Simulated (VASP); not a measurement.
# Pt4C in VASP: single point with PBEsol

Aim: the single point of Pt4C with PBEsol.

Everything below comes from runs of VASP 6.6.1. Logs are shortened: lines on timing, memory, paths and dates and some standing lists are left out, and cuts for length are marked.

## (1) The cell of the first run

The cell holds a slab with vacuum, 5 atoms: a = 2.770 Å, b = 3.918 Å, c = 21.097 Å, α = 90.00°, β = 90.00°, γ = 90.00°.

## (2) Single point, PBEsol, collinear spin

Contents of INCAR:

```
SYSTEM = Pt4C
PREC = Accurate
ENCUT = 520
EDIFF = 1E-6
ISMEAR = 0
SIGMA = 0.1
LREAL = .FALSE.
LASPH = .TRUE.
NELM = 200
ALGO = Normal
ISIF = 2
LWAVE = .FALSE.
LCHARG = .FALSE.
ISPIN = 2
MAGMOM = 0 0 0 0 2
LORBIT = 11
LMAXMIX = 4
LDIPOL = .TRUE.
IDIPOL = 3
DIPOL = 0.5 0.5 0.344
GGA = PS
NBANDS = 34
GGA_COMPAT = .FALSE.
NELMDL = -8
```

Contents of KPOINTS:

```
regular mesh
0
G
  10 7 1
  0 0 0
```

Contents of POSCAR:

```
Pt4C
1.0
    2.7704032196      0.0000000000      0.0000000000
    0.0000000000      3.9179418064      0.0000000000
    0.0000000000      0.0000000000     21.0969749094
Pt C
4 1
Direct
    0.5000000000      0.5000000000      0.1896006426
    0.0000000000      0.0000000000      0.2552594214
    0.5000000000      0.5000000000      0.3256256435
    0.0000000000      0.0000000000      0.3837979115
    0.0000000000      0.1666666667      0.5672365332
```

Potentials or basis: VASP PAW PBE potentials, release 64 (Pt, C).

On the command line:

```bash
> cat potpaw_PBE.64/Pt/POTCAR potpaw_PBE.64/C/POTCAR > POTCAR
> mpirun -np 1 vasp_std > vasp.out
```

OUTCAR:

```text
SYSTEM = Pt4C
   PREC = Accurate
   ENCUT = 520
   EDIFF = 1E-6
   ISMEAR = 0
   LREAL = .FALSE.
   LASPH = .TRUE.
   NELM = 200
   ISIF = 2
   ISPIN = 2
   LORBIT = 11
   GGA = PS
   NELMDL = -8

 ion  position               nearest neighbor table
   1  0.500  0.500  0.190-   2 2.77   2 2.77   2 2.77   2 2.77   3 2.87
   2  0.000  0.000  0.255-   4 2.71   1 2.77   1 2.77   1 2.77   1 2.77   3 2.82   3 2.82   3 2.82
                             3 2.82
   3  0.500  0.500  0.326-   4 2.69   4 2.69   4 2.69   4 2.69   2 2.82   2 2.82   2 2.82   2 2.82
                             1 2.87
   4  0.000  0.000  0.384-   3 2.69   3 2.69   3 2.69   3 2.69   2 2.71
   5  0.000  0.167  0.567-

  LATTYP: Found a simple orthorhombic cell.
 ALAT       =     2.7704032196
 B/A-ratio  =     1.4142135624
 C/A-ratio  =     7.6151279208

  Lattice vectors:

 A1 = (   2.7704032196,   0.0000000000,   0.0000000000)
 A2 = (   0.0000000000,   3.9179418064,   0.0000000000)
 A3 = (   0.0000000000,   0.0000000000,  21.0969749094)

Analysis of symmetry for initial positions (statically):
=====================================================================
 Subroutine PRICEL returns:
 Original cell was already a primitive cell.

 Routine SETGRP: Setting up the symmetry group for a
 simple orthorhombic supercell.

 Subroutine GETGRP returns: Found  2 space group operations
 (whereof  2 operations were pure point group operations)
 out of a pool of  8 trial point group operations.

The static configuration has the point symmetry C_1h.

Analysis of symmetry for dynamics (positions and initial velocities):
=====================================================================
 Subroutine PRICEL returns:
 Original cell was already a primitive cell.

 Routine SETGRP: Setting up the symmetry group for a
 simple orthorhombic supercell.

 Subroutine GETGRP returns: Found  2 space group operations
 (whereof  2 operations were pure point group operations)
 out of a pool of  8 trial point group operations.

The dynamic configuration has the point symmetry C_1h.

Analysis of structural, dynamic, and magnetic symmetry:
=====================================================================
 Subroutine PRICEL returns:
 Original cell was already a primitive cell.

 Routine SETGRP: Setting up the symmetry group for a
 simple orthorhombic supercell.

 Subroutine GETGRP returns: Found  2 space group operations
 (whereof  2 operations were pure point group operations)
 out of a pool of  8 trial point group operations.

The overall configuration has the point symmetry C_1h.

 Subroutine INISYM returns: Found  2 space group operations
 (whereof  2 operations are pure point group operations),
 and found     1 'primitive' translations

----------------------------------------------------------------------------------------

                                     Primitive cell

  volume of cell :     228.9924

  direct lattice vectors                    reciprocal lattice vectors
     2.770403220  0.000000000  0.000000000     0.360958287  0.000000000  0.000000000
     0.000000000  3.917941806  0.000000000     0.000000000  0.255236052  0.000000000
     0.000000000  0.000000000 21.096974909     0.000000000  0.000000000  0.047400161

  length of vectors
     2.770403220  3.917941806 21.096974909     0.360958287  0.255236052  0.047400161

  position of ions in fractional coordinates (direct lattice)
     0.500000000  0.500000000  0.189600643
     0.000000000  0.000000000  0.255259421
     0.500000000  0.500000000  0.325625643
     0.000000000  0.000000000  0.383797911
     0.000000000  0.166666667  0.567236533

  ion indices of the primitive-cell ions
   primitive index   ion index
                 1           1
                 2           2
                 3           3
                 4           4
                 5           5

----------------------------------------------------------------------------------------

 KPOINTS: regular mesh

[... 47 lines left out ...]
  0.500000  0.428571  0.000000      2.000000
   k-points           NKPTS =     24   k-points in BZ     NKDIM =     24   number of bands    NBANDS=     34
   number of dos      NEDOS =    301   number of ions     NIONS =      5
   total plane-waves  NPLWV = 115200
   dimension x,y,z NGX =    24 NGY =   30 NGZ =  160
   dimension x,y,z NGXF=    48 NGYF=   60 NGZF=  320
   ions per type =               4   1
   NGX,Y,Z   is equivalent  to a cutoff of  14.40, 12.73, 12.61 a.u.
   NGXF,Y,Z  is equivalent  to a cutoff of  28.80, 25.46, 25.22 a.u.
 SYSTEM =  Pt4C
   PREC   = accura    normal or accurate (medium, high low for compatibility)
   ISTART =      0    job   : 0-new  1-cont  2-samecut
   ICHARG =      2    charge: 1-file 2-atom 10-const
   ISPIN  =      2    spin polarized calculation?
   LNONCOLLINEAR =      F non collinear calculations
   LSORBIT =      F    spin-orbit coupling
   LASPH  =      T    aspherical Exc in radial PAW
   ENCUT  =  520.0 eV  38.22 Ry    6.18 a.u.   5.15  7.28 39.23*2*pi/ulx,y,z
   NELM   =    200;   NELMIN=  2; NELMDL= -8     # of ELM steps
   EDIFF  = 0.1E-05   stopping-criterion for ELM
   LREAL  =      F    real-space projection
   EDIFFG = 0.1E-04   stopping-criterion for IOM
   NSW    =      0    number of steps for IOM
   IBRION =     -1    ionic relax: 0-MD 1-quasi-New 2-CG
   NFREE  =      0    steps in history (QN), initial steepest desc. (CG)
   ISIF   =      2    stress and relaxation
   ISYM   =      2    0-nonsym 1-usesym 2-fastsym
   POTIM  = 0.5000    time-step for ionic-motion
   TEBEG  =    0.0;   TEEND  =   0.0 temperature during run
   PSTRESS=    0.0 pullay stress
   NELECT =      44.0000    total number of electrons
   NUPDOWN=      -1.0000    fix difference up-down
   EMIN   =  10.00;   EMAX   =-10.00  energy-range for DOS
   EFERMI =   0.00;   METHOD = LEGACY
   ISMEAR =     0;   SIGMA  =   0.10  broadening in eV -4-tet -1-fermi 0-gaus
   EFERMI_NEDOS =   21; number of points for ismear=-14 and -15
   IALGO  =     38    algorithm
   IMIX   =      4    mixing-type and parameters
     AMIX     =   0.40;   BMIX     =  1.00
     AMIX_MAG =   1.60;   BMIX_MAG =  1.00
  volume/ion in A,a.u.               =      45.80       309.06
  Fermi-wavevector in a.u.,A,eV,Ry     =   0.944681  1.785189 12.142150  0.892423
  Thomas-Fermi vector in A             =   2.072510
   LORBIT       =     11    0 simple, 1 ext, 2 COOP (PROOUT), +10 PAW based schemes
   GGA     = PS    functional components
   LHFCALC =     F    Hartree Fock is set to
   AEXX    =    0.0000 exact exchange contribution
   IVDW    =     0    specifies the selected vdW correction
   LEPSILON=     F    determine dielectric tensor
   LRPA    =     F    only Hartree local field effects (RPA)
 spin polarized calculation
 Gauss-broadening in eV      SIGMA  =   0.10
  energy-cutoff  :      520.00
  volume of cell :      228.99
 maximum number of plane-waves:      6232
 NGX is ok and might be reduce to    24
   NGX = 11   NGY = 15   NGZ = 79

 dipolmoment           0.000000      0.000000     -0.044151 electrons x Angstroem

 number of electron      43.9999999 magnetization       1.6640927

 dipolmoment           0.000000      0.000000      0.024400 electrons x Angstroem

 Free energy of the ion-electron system (eV)
  ---------------------------------------------------
  ext. energy  EPLUGINS =         0.00000000
  ---------------------------------------------------
  free energy    TOTEN  =       -26.79416310 eV

  energy without entropy =      -26.74601617  energy(sigma->0) =      -26.77008964

 E-fermi :  -0.9788     XC(G=0):  -5.3974

 val. band max:       -0.9797500653   @ k =   0.3000   0.2857   0.0000
 cond. band min:      -0.9670299516   @ k =   0.4000   0.1429   0.0000
 fundamental gap:      0.0127201137
 Fermi energy:        -0.9788346492

 spin component 1

 k-point     1 :       0.0000    0.0000    0.0000
  band No.  band energies     occupation
      1     -10.5738      1.00000
      2      -9.8482      1.00000
      3      -7.3980      1.00000
      4      -7.3076      1.00000
      5      -6.2064      1.00000
      6      -6.0881      1.00000
[... 877 lines left out ...]
     33       7.8661      0.00000
     34       8.1725      0.00000
 Fermi energy:        -0.9788346492

 spin component 2

 k-point     1 :       0.0000    0.0000    0.0000
  band No.  band energies     occupation
      1      -9.8552      1.00000
      2      -8.1688      1.00000
      3      -7.4083      1.00000
      4      -7.3243      1.00000
      5      -6.2289      1.00000
      6      -6.1226      1.00000
[... 877 lines left out ...]
     33       7.9437      0.00000
     34       8.1983      0.00000

------------------------ aborting loop because EDIFF is reached ----------------------------------------

 vacuum level on the upper side and lower side of the slab       (xc-potential included)         0.199        -0.170

  FORCE on cell =-STRESS in cart. coord.  units (eV):
  Direction    XX          YY          ZZ          XY          YZ          ZX
  --------------------------------------------------------------------------------------
  -------------------------------------------------------------------------------------
  Total      -10.7733104     -6.2307846     -2.5154583      0.0000000     -0.1114268      0.0000000
  in kB      -75.3769574    -43.5945472    -17.5997520      0.0000000     -0.7796128      0.0000000
  external PRESSURE =     -45.5237522 kB  Pullay stress =       0.0000000 kB

 VOLUME and BASIS-vectors are now :
 -----------------------------------------------------------------------------
  energy-cutoff  :      520.00
  volume of cell :      228.99
      direct lattice vectors                 reciprocal lattice vectors
     2.770403220  0.000000000  0.000000000     0.360958287  0.000000000  0.000000000
     0.000000000  3.917941806  0.000000000     0.000000000  0.255236052  0.000000000
     0.000000000  0.000000000 21.096974909     0.000000000  0.000000000  0.047400161

 POSITION                                       TOTAL-FORCE (eV/Angst)
 -----------------------------------------------------------------------------------
      1.38520      1.95897      4.00000         0.000000     -0.000734      1.034617
      0.00000      0.00000      5.38520         0.000000     -0.000252     -0.947896
      1.38520      1.95897      6.86972         0.000000      0.001931     -0.020588
      0.00000      0.00000      8.09697         0.000000      0.028214      0.145002
      0.00000      0.65299     11.96697         0.000000     -0.029160     -0.211135
 -----------------------------------------------------------------------------------
    total drift:                                0.000000     -0.000058      0.000173

  FREE ENERGIE OF THE ION-ELECTRON SYSTEM (eV)
  ---------------------------------------------------
  free  energy   TOTEN  =       -26.7941631025 eV

  energy  without entropy=      -26.7460161720  energy(sigma->0) =      -26.77008964

 vacuum level on the upper side and lower side of the slab         5.149         4.774

 total charge

# of ion       s       p       d       tot
------------------------------------------
    1        0.599   0.345   8.055   8.999
    2        0.621   0.561   7.972   9.154
    3        0.636   0.579   7.984   9.199
    4        0.625   0.405   8.064   9.094
    5        1.042   0.919   0.000   1.961
--------------------------------------------------
tot          3.523   2.809  32.075  38.406

 magnetization (x)

# of ion       s       p       d       tot
------------------------------------------
    1        0.002   0.002  -0.037  -0.033
    2        0.000   0.002  -0.055  -0.053
    3        0.001   0.001  -0.023  -0.021
    4       -0.005  -0.001  -0.078  -0.084
    5        0.036   0.852   0.000   0.888
--------------------------------------------------
tot          0.034   0.855  -0.192   0.697
```

Run time: 16 min. Hardware: 1 thread of Intel Xeon Platinum 8259CL at 2.50GHz (Skylake/Cascade Lake), shared host; peak memory 0.58 GiB.

What came out:

```yaml
Free_energy: -26.7942 eV
Largest_force: 1.035 eV/Å
Net_moment: 1.66 μB per cell
Site_moments: Pt -0.03, -0.05, -0.02, -0.08; C +0.89 μB
Valence_electrons_inside_the_program's_atomic_spheres: Pt 9.00, 9.15, 9.20, 9.09; C 1.96
```

Forces on the atoms (eV/Å):
```
Pt   0.000 -0.001  1.035
Pt   0.000  0.000 -0.948
Pt   0.000  0.002 -0.021
Pt   0.000  0.028  0.145
C    0.000 -0.029 -0.211
```

Levels at points of the mesh, in eV from the Fermi level:
Spin up:
```
           k point  band 21  band 22  band 23  band 24  band 25  band 26
(0.00, 0.00, 0.00)    -0.49    -0.31    -0.23    -0.09     0.46     0.71
(0.50, 0.00, 0.00)     0.15     0.19     0.33     0.51     2.22     2.27
```
Spin down:
```csv
k point,band 17,band 18,band 19,band 20,band 21,band 22,band 23,band 24,band 25,band 26
"(0.00, 0.00, 0.00)",-1.41,-0.82,-0.68,-0.56,-0.27,-0.12,0.38,0.43,1.62,2.35
"(0.50, 0.00, 0.00)",-0.47,-0.34,-0.17,-0.15,0.12,0.30,2.20,2.24,2.51,2.64
```

Caveat: the PAW data sets were made with another functional, which shifts forces and pressure a little; spin-orbit coupling is left out, which moves the levels of the heavy elements.
